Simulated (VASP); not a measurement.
# Ni (P6_3/mmc) in VASP: further runs

Runs on Ni. Level: LDA. Tasks: single point.

All numbers are computed with VASP 6.6.1; they aren't measurements. Logs are shortened: lines on timing, memory, paths and dates and some standing lists are left out, and cuts for length are marked.

## Step 1: The cell of the first run

Symmetry: P6_3/mmc, No. 194, hexagonal system. The conventional cell has a = 2.511 Å, b = 2.511 Å, c = 8.234 Å, α = 90.00°, β = 90.00°, γ = 120.00°. Within 3.3 Å of Ni (site symmetry -3m) lie 12 Ni at 2.51 to 2.52 Å. Within 3.3 Å of Ni (site symmetry -6m2) lie 12 Ni at 2.51 to 2.52 Å.

This isn't the form of Ni at room conditions, which is fcc.

## Step 2: Single point, LDA, collinear spin, ferromagnetic start (11.24 Å³/atom)

Input file INCAR:

```
SYSTEM = Ni
PREC = Accurate
ENCUT = 520
EDIFF = 1E-6
ISMEAR = -1
SIGMA = 0.05
LREAL = .False.
LASPH = .True.
NELM = 150
ALGO = Normal
ISIF = 2
LWAVE = .False.
LCHARG = .True.
ISPIN = 2
MAGMOM = 0.616 0.616 0.63 0.63
LORBIT = 11
LMAXMIX = 4
GGA = CA
LELF = .True.
LVHAR = .True.
NBANDS = 32
```

Input file KPOINTS:

```
Automatic mesh
0
Gamma
  17 17 5
  0 0 0
```

Input file POSCAR:

```
Ni
1.0
    2.5113836210      0.0000000000      0.0000000000
   -1.2556918105      2.1749220144      0.0000000000
    0.0000000000      0.0000000000      8.2338599587
Ni
4
Direct
    1.0000000000      1.0000000000      0.0000000000
    1.0000000000      1.0000000000      0.5000000000
    0.3333333333      0.6666666667      0.2500000000
    0.6666666667      0.3333333333      0.7500000000
```

Potentials or basis: VASP PAW LDA potentials, release 64 (Ni).

Run with:

```
> cat potpaw_LDA.64/Ni/POTCAR > POTCAR
> mpirun -np 1 vasp_std > vasp.out
```

OUTCAR:

```text
SYSTEM = Ni
   PREC = Accurate
   ENCUT = 520
   EDIFF = 1E-6
   ISMEAR = -1
   LREAL = .False.
   LASPH = .True.
   NELM = 150
   ISIF = 2
   ISPIN = 2
   LORBIT = 11
   GGA = CA

 ion  position               nearest neighbor table
   1  0.000  0.000  0.000-   3 2.52   4 2.52   3 2.52   4 2.52   4 2.52   3 2.52
   2  0.000  0.000  0.500-   3 2.52   4 2.52   3 2.52   4 2.52   4 2.52   3 2.52
   3  0.333  0.667  0.250-   1 2.52   2 2.52   1 2.52   2 2.52   1 2.52   2 2.52
   4  0.667  0.333  0.750-   1 2.52   2 2.52   1 2.52   2 2.52   1 2.52   2 2.52

  LATTYP: Found a hexagonal cell.
 ALAT       =     2.5113836210
 C/A-ratio  =     3.2786149793

  Lattice vectors:

 A1 = (   2.5113836210,   0.0000000000,   0.0000000000)
 A2 = (  -1.2556918105,   2.1749220144,   0.0000000000)
 A3 = (   0.0000000000,   0.0000000000,   8.2338599587)

Analysis of symmetry for initial positions (statically):
=====================================================================
 Subroutine PRICEL returns:
 Original cell was already a primitive cell.

 Routine SETGRP: Setting up the symmetry group for a
 hexagonal supercell.

 Subroutine GETGRP returns: Found 24 space group operations
 (whereof 12 operations were pure point group operations)
 out of a pool of 24 trial point group operations.

The static configuration has the point symmetry D_3d.
 The point group associated with its full space group is D_6h.

Analysis of symmetry for dynamics (positions and initial velocities):
=====================================================================
 Subroutine PRICEL returns:
 Original cell was already a primitive cell.

 Routine SETGRP: Setting up the symmetry group for a
 hexagonal supercell.

 Subroutine GETGRP returns: Found 24 space group operations
 (whereof 12 operations were pure point group operations)
 out of a pool of 24 trial point group operations.

The dynamic configuration has the point symmetry D_3d.
 The point group associated with its full space group is D_6h.

Analysis of structural, dynamic, and magnetic symmetry:
=====================================================================
 Subroutine PRICEL returns:
 Original cell was already a primitive cell.

 Routine SETGRP: Setting up the symmetry group for a
 hexagonal supercell.

 Subroutine GETGRP returns: Found 24 space group operations
 (whereof 12 operations were pure point group operations)
 out of a pool of 24 trial point group operations.

The overall configuration has the point symmetry D_3d.
 The point group associated with its full space group is D_6h.

[... 128 lines left out ...]
   LHFCALC =     F    Hartree Fock is set to
   AEXX    =    0.0000 exact exchange contribution
   IVDW    =     0    specifies the selected vdW correction
   LEPSILON=     F    determine dielectric tensor
   LRPA    =     F    only Hartree local field effects (RPA)
 spin polarized calculation
  energy-cutoff  :      520.00
  volume of cell :       44.97
 maximum number of plane-waves:      1237
 NGX is ok and might be reduce to    20
   NGX =  9   NGY =  9   NGZ = 31

 number of electron      40.0000023 magnetization       2.4464050

 Free energy of the ion-electron system (eV)
  ---------------------------------------------------
  ext. energy  EPLUGINS =         0.00000000
  ---------------------------------------------------
  free energy    TOTEN  =       -25.93674127 eV

  energy without entropy =      -25.86903011  energy(sigma->0) =      -25.90288569

 E-fermi :   8.5738     XC(G=0): -13.4177

 val. band max:        8.5729991903   @ k =   0.4118   0.1765   0.0000
 cond. band min:       8.5745462869   @ k =   0.0588   0.0588   0.4000
 fundamental gap:      0.0015470966
 Fermi energy:         8.5737764050

 spin component 1

 k-point     1 :       0.0000    0.0000    0.0000
  band No.  band energies     occupation
      1      -0.1918      1.00000
      2       1.9790      1.00000
      3       1.9835      1.00000
      4       3.9528      1.00000
      5       5.9780      1.00000
      6       6.0201      1.00000
[... 829 lines left out ...]
     31      22.9621      0.00000
     32      24.8618      0.00000

 [... further k-points ...]

 spin component 2

 k-point     1 :       0.0000    0.0000    0.0000
  band No.  band energies     occupation
      1      -0.1534      1.00000
      2       2.0407      1.00000
      3       2.0426      1.00000
      4       4.3298      1.00000
      5       6.5297      1.00000
      6       6.5464      1.00000
[... 829 lines left out ...]
     31      23.1074      0.00000
     32      24.9915      0.00000

 [... further k-points ...]

------------------------ aborting loop because EDIFF is reached ----------------------------------------

  FORCE on cell =-STRESS in cart. coord.  units (eV):
  Direction    XX          YY          ZZ          XY          YZ          ZX
  --------------------------------------------------------------------------------------
  -------------------------------------------------------------------------------------
  Total       -6.0023137     -6.0023137     -6.0858532      0.0000000      0.0000000      0.0000000
  in kB     -213.8302026   -213.8302026   -216.8062671      0.0000000      0.0000000      0.0000000
  external PRESSURE =    -214.8222241 kB  Pullay stress =       0.0000000 kB

 VOLUME and BASIS-vectors are now :
 -----------------------------------------------------------------------------
  energy-cutoff  :      520.00
  volume of cell :       44.97
      direct lattice vectors                 reciprocal lattice vectors
     2.511383621  0.000000000  0.000000000     0.398186877  0.229893300  0.000000000
    -1.255691810  2.174922014  0.000000000     0.000000000  0.459786601  0.000000000
     0.000000000  0.000000000  8.233859959     0.000000000  0.000000000  0.121449722

 POSITION                                       TOTAL-FORCE (eV/Angst)
 -----------------------------------------------------------------------------------
      0.00000      0.00000      0.00000         0.000000      0.000000      0.000000
      0.00000      0.00000      4.11693         0.000000      0.000000      0.000000
     -0.00000      1.44995      2.05846         0.000000      0.000000      0.000000
      1.25569      0.72497      6.17539        -0.000000     -0.000000     -0.000000
 -----------------------------------------------------------------------------------
    total drift:                                0.000000     -0.000000      0.000000

  FREE ENERGIE OF THE ION-ELECTRON SYSTEM (eV)
  ---------------------------------------------------
  free  energy   TOTEN  =       -25.9367412712 eV

  energy  without entropy=      -25.8690301066  energy(sigma->0) =      -25.90288569

 total charge

# of ion       s       p       d       tot
------------------------------------------
    1        0.485   0.466   8.314   9.265
    2        0.485   0.466   8.314   9.265
    3        0.485   0.467   8.312   9.265
    4        0.485   0.467   8.312   9.265
--------------------------------------------------
tot          1.941   1.867  33.252  37.060

 magnetization (x)

# of ion       s       p       d       tot
------------------------------------------
    1       -0.005  -0.019   0.638   0.614
    2       -0.005  -0.019   0.638   0.614
    3       -0.004  -0.019   0.647   0.624
    4       -0.004  -0.019   0.647   0.624
--------------------------------------------------
tot         -0.018  -0.074   2.568   2.476
```

OSZICAR:

```text
N       E                     dE             d eps       ncg     rms          rms(c)
DAV:   1     0.252747737772E+03    0.25275E+03   -0.17185E+04 13072   0.177E+03
DAV:   2    -0.125504345407E+02   -0.26530E+03   -0.25013E+03 12696   0.322E+02
DAV:   3    -0.300784569468E+02   -0.17528E+02   -0.16752E+02 14432   0.107E+02
DAV:   4    -0.303853058641E+02   -0.30685E+00   -0.30648E+00 14480   0.146E+01
DAV:   5    -0.303956812915E+02   -0.10375E-01   -0.10375E-01 16368   0.209E+00    0.199E+01
DAV:   6    -0.276498655362E+02    0.27458E+01   -0.27878E+01 14384   0.818E+01    0.135E+01
DAV:   7    -0.260751865572E+02    0.15747E+01   -0.63328E+00 14416   0.383E+01    0.633E+00
DAV:   8    -0.275644035112E+02   -0.14892E+01   -0.92703E+00 15456   0.563E+01    0.180E+01
DAV:   9    -0.259252638575E+02    0.16391E+01   -0.25738E+00 15544   0.366E+01    0.174E+00
DAV:  10    -0.259385799973E+02   -0.13316E-01   -0.13356E-01 14096   0.328E+00    0.769E-01
DAV:  11    -0.259383959079E+02    0.18409E-03   -0.50170E-03 16416   0.653E-01    0.576E-01
DAV:  12    -0.259371681557E+02    0.12278E-02   -0.16233E-03 18312   0.663E-01    0.222E-01
DAV:  13    -0.259368000918E+02    0.36806E-03   -0.68649E-04 21136   0.385E-01    0.671E-02
DAV:  14    -0.259367674348E+02    0.32657E-04   -0.84194E-05 16488   0.128E-01    0.439E-02
DAV:  15    -0.259367426418E+02    0.24793E-04   -0.16742E-05 17272   0.401E-02    0.248E-02
DAV:  16    -0.259367415862E+02    0.10556E-05   -0.86525E-06 14152   0.542E-02    0.659E-03
DAV:  17    -0.259367412712E+02    0.31497E-06   -0.81397E-07  7776   0.135E-02
   1 F= -.25936741E+02 E0= -.25902886E+02  d E =-.677112E-01  mag=     2.4456
```

Run time: 7.7 min. Hardware: 1 thread of Intel Xeon 8259CL, shared host; peak memory 0.29 GiB.

Results:

| Quantity | Value |
| --- | --- |
| Free energy | -25.9367 eV |
| Pressure | -21.5 GPa |
| Net moment | 2.45 μB per cell |
| Site moments | Ni +0.61, +0.62 (each value once) μB |
| Valence electrons inside the program's atomic spheres | Ni 9.27 |

Stress tensor (GPa, compression positive):
```
-21.38   0.00   0.00
  0.00 -21.38   0.00
  0.00   0.00 -21.68
```

Caveat: the cell stands under tension.

## Step 3: Single point, LDA

This run uses another cell than the first one, of 10.03 Å³/atom.

Input file INCAR:

```
SYSTEM = Ni
PREC = Accurate
ENCUT = 520
EDIFF = 1E-6
ISMEAR = -1
SIGMA = 0.1
LREAL = .False.
LASPH = .True.
NELM = 60
ALGO = Normal
ISIF = 2
LWAVE = .False.
LCHARG = .False.
NBANDS = 28
```

Input file KPOINTS:

```
regular mesh
0
Gamma
  14 14 4
  0 0 0
```

Input file POSCAR:

```
Ni
1.0
    2.4177457299      0.0000000000      0.0000000000
   -1.2088728649      2.0938292220      0.0000000000
    0.0000000000      0.0000000000      7.9214682383
Ni
4
Direct
    0.0000000000      1.0000000000      0.0000000000
    1.0000000000      1.0000000000      0.5000000000
    0.3333333333      0.6666666667      0.2500000000
    0.6666666667      0.3333333333      0.7500000000
```

Potentials or basis: VASP PAW LDA potentials, release 64 (Ni).

Run with:

```
> cat potpaw_LDA.64/Ni/POTCAR > POTCAR
> mpirun -np 1 vasp_std > vasp.out
```

OUTCAR:

```text
SYSTEM = Ni
   PREC = Accurate
   ENCUT = 520
   EDIFF = 1E-6
   ISMEAR = -1
   LREAL = .False.
   LASPH = .True.
   NELM = 60
   ISIF = 2

 ion  position               nearest neighbor table
   1  0.000  0.000  0.000-   3 2.42   4 2.42   3 2.42   4 2.42   4 2.42   3 2.42
   2  0.000  0.000  0.500-   3 2.42   4 2.42   3 2.42   4 2.42   4 2.42   3 2.42
   3  0.333  0.667  0.250-   1 2.42   2 2.42   1 2.42   2 2.42   1 2.42   2 2.42
   4  0.667  0.333  0.750-   1 2.42   2 2.42   1 2.42   2 2.42   1 2.42   2 2.42

  LATTYP: Found a hexagonal cell.
 ALAT       =     2.4177457299
 C/A-ratio  =     3.2763859906

  Lattice vectors:

 A1 = (   2.4177457299,   0.0000000000,   0.0000000000)
 A2 = (  -1.2088728649,   2.0938292220,   0.0000000000)
 A3 = (   0.0000000000,   0.0000000000,   7.9214682383)

Analysis of symmetry for initial positions (statically):
=====================================================================
 Subroutine PRICEL returns:
 Original cell was already a primitive cell.

 Routine SETGRP: Setting up the symmetry group for a
 hexagonal supercell.

 Subroutine GETGRP returns: Found 24 space group operations
[... 170 lines left out ...]

 E-fermi :  10.1350     XC(G=0): -14.1032

 val. band max:       10.1341646655   @ k =   0.5000  -0.0000   0.0000
 cond. band min:      10.1353025618   @ k =   0.2857   0.1429   0.0000
 fundamental gap:      0.0011378964
 Fermi energy:        10.1350306656

 k-point     1 :       0.0000    0.0000    0.0000
  band No.  band energies     occupation
      1       0.7007      2.00000
      2       3.0549      2.00000
      3       3.0552      2.00000
      4       5.1794      2.00000
      5       7.5680      2.00000
      6       7.6007      2.00000
[... 733 lines left out ...]
     27      18.5287      0.00000
     28      19.7993      0.00000

 [... further k-points ...]

------------------------ aborting loop because EDIFF is reached ----------------------------------------

  FORCE on cell =-STRESS in cart. coord.  units (eV):
  Direction    XX          YY          ZZ          XY          YZ          ZX
  --------------------------------------------------------------------------------------
  -------------------------------------------------------------------------------------
  Total       -0.0282049     -0.0282049     -0.0351135     -0.0000000      0.0000000      0.0000000
  in kB       -1.1268807     -1.1268807     -1.4028998     -0.0000000      0.0000000      0.0000000
  external PRESSURE =      -1.2188871 kB  Pullay stress =       0.0000000 kB

 VOLUME and BASIS-vectors are now :
 -----------------------------------------------------------------------------
  energy-cutoff  :      520.00
  volume of cell :       40.10
      direct lattice vectors                 reciprocal lattice vectors
     2.417745730  0.000000000  0.000000000     0.413608424  0.238796935  0.000000000
    -1.208872865  2.093829222  0.000000000     0.000000000  0.477593869  0.000000000
     0.000000000  0.000000000  7.921468238     0.000000000  0.000000000  0.126239224

 POSITION                                       TOTAL-FORCE (eV/Angst)
 -----------------------------------------------------------------------------------
      0.00000      0.00000      0.00000        -0.000000      0.000000      0.000000
      0.00000      0.00000      3.96073        -0.000000      0.000000      0.000000
     -0.00000      1.39589      1.98037         0.000000     -0.000000     -0.000000
      1.20887      0.69794      5.94110        -0.000000      0.000000     -0.000000
 -----------------------------------------------------------------------------------
    total drift:                                0.000000     -0.000000      0.000000

  FREE ENERGIE OF THE ION-ELECTRON SYSTEM (eV)
  ---------------------------------------------------
  free  energy   TOTEN  =       -26.3187970180 eV

  energy  without entropy=      -25.9782915558  energy(sigma->0) =      -26.14854429
```

OSZICAR:

```text
N       E                     dE             d eps       ncg     rms          rms(c)
DAV:   1     0.252733481436E+03    0.25273E+03   -0.17978E+04  4176   0.211E+03
DAV:   2    -0.153720060641E+02   -0.26811E+03   -0.25709E+03  4036   0.358E+02
DAV:   3    -0.305696762556E+02   -0.15198E+02   -0.14636E+02  4316   0.116E+02
DAV:   4    -0.308124309155E+02   -0.24275E+00   -0.24248E+00  4464   0.151E+01
DAV:   5    -0.308205250710E+02   -0.80942E-02   -0.80938E-02  5028   0.220E+00    0.217E+01
DAV:   6    -0.275464237236E+02    0.32741E+01   -0.30795E+01  4332   0.880E+01    0.113E+01
DAV:   7    -0.267808776905E+02    0.76555E+00   -0.78430E+00  4480   0.489E+01    0.107E+01
DAV:   8    -0.272739337429E+02   -0.49306E+00   -0.10600E+01  4636   0.622E+01    0.130E+01
DAV:   9    -0.263227732505E+02    0.95116E+00   -0.23497E+00  4936   0.322E+01    0.103E+00
DAV:  10    -0.263218104527E+02    0.96280E-03   -0.12235E-01  4432   0.368E+00    0.558E-01
DAV:  11    -0.263198385787E+02    0.19719E-02   -0.45350E-03  5052   0.803E-01    0.322E-01
DAV:  12    -0.263191173688E+02    0.72121E-03   -0.44456E-04  4816   0.251E-01    0.199E-01
DAV:  13    -0.263188126332E+02    0.30474E-03   -0.40687E-04  4804   0.327E-01    0.434E-02
DAV:  14    -0.263187978309E+02    0.14802E-04   -0.87637E-05  4840   0.113E-01    0.119E-02
DAV:  15    -0.263187972197E+02    0.61121E-06   -0.13503E-05  4212   0.584E-02    0.859E-03
DAV:  16    -0.263187970180E+02    0.20172E-06   -0.20668E-06  2232   0.240E-02
   1 F= -.26318797E+02 E0= -.26148544E+02  d E =-.340505E+00
```

Wall time 67 s (1 thread of Intel Xeon Platinum 8259CL at 2.50GHz (Skylake/Cascade Lake), shared host); peak memory 0.17 GiB.

Results:

| Quantity | Value |
| --- | --- |
| Free energy | -26.3188 eV |
| Pressure | -0.1 GPa |
| Band gap on the k mesh | zero (bands 20 and 21 overlap by 0.63 eV) |

Caveat: the run has no spin polarisation, though such a crystal can be magnetic. Spin polarisation is off, so any magnetic state and its effect on volume and gap are missing.

## Step 4: Single point, LDA (8.82 Å³/atom)

This run uses another cell than the first one, of 8.82 Å³/atom.

Input file INCAR:

```
ALGO = Normal ; EDIFF = 1E-6
ENCUT = 520 ; GGA = CA
ISIF = 2 ; ISMEAR = -1
LASPH = T ; LCHARG = F
LREAL = F ; LWAVE = F
NBANDS = 28 ; NELM = 60
PREC = Accurate ; SIGMA = 0.1
```

Input file KPOINTS:

```
k-points
0
Gamma
  17 17 5
```

Input file POSCAR:

```
Ni
1.0
    2.3168869799      0.0000000000      0.0000000000
   -1.1584434899      2.0064829823      0.0000000000
    0.0000000000      0.0000000000      7.5910160428
Ni
4
Direct
    0.0000000000      1.0000000000      0.0000000000
    1.0000000000      1.0000000000      0.5000000000
    0.3333333333      0.6666666667      0.2500000000
    0.6666666667      0.3333333333      0.7500000000
```

Run with:

```
> cat potpaw_LDA.64/Ni/POTCAR > POTCAR
> mpirun -np 1 vasp_std > vasp.out
```

It took 90 s on 1 thread of Intel Xeon Platinum 8259CL at 2.50GHz (Skylake/Cascade Lake), shared host; peak memory 0.18 GiB.

The run converged. Its results:

- Free energy: -25.7379 eV
- Pressure: 43.8 GPa
- Band gap on the k mesh: zero (bands 20 and 21 overlap by 0.78 eV)

Levels at points of the mesh, in eV from the Fermi level:
| k point | band 18 | band 19 | band 20 | band 21 | band 22 | band 23 |
| --- | --- | --- | --- | --- | --- | --- |
| (0.00, 0.00, 0.00) | -0.91 | -0.91 | -0.59 | -0.59 | -0.58 | -0.10 |

Caveat: the cell stands under pressure; the run has no spin polarisation, though such a crystal can be magnetic. Spin polarisation is off, so any magnetic state and its effect on volume and gap are missing.

## Step 5: Summary

| spin | cell | k mesh | smearing | gap on the mesh (eV) | pressure (GPa) |
| --- | --- | --- | --- | --- | --- |
| collinear, ferromagnetic start | a = 2.511, b = 2.511, c = 8.234 Å, angles 90.0, 90.0, 120.0°, 4 atoms | 17 × 17 × 5 | fermi-dirac 0.05 eV | none | -21.5 |
| off | a = 2.418, b = 2.418, c = 7.921 Å, angles 90.0, 90.0, 120.0°, 4 atoms | 14 × 14 × 4 | fermi-dirac 0.1 eV | none | -0.1 |
| off | a = 2.317, b = 2.317, c = 7.591 Å, angles 90.0, 90.0, 120.0°, 4 atoms | 17 × 17 × 5 | fermi-dirac 0.1 eV | none | 43.8 |

Alike in all rows: task single point; level LDA; potentials or basis VASP PAW LDA potentials, release 64 (Ni); cutoff (eV) 520.

Caveats: the cell stands under tension (at least some runs); the cell stands under pressure (at least some runs).

Absolute energies hang on the potentials; compare differences alone.
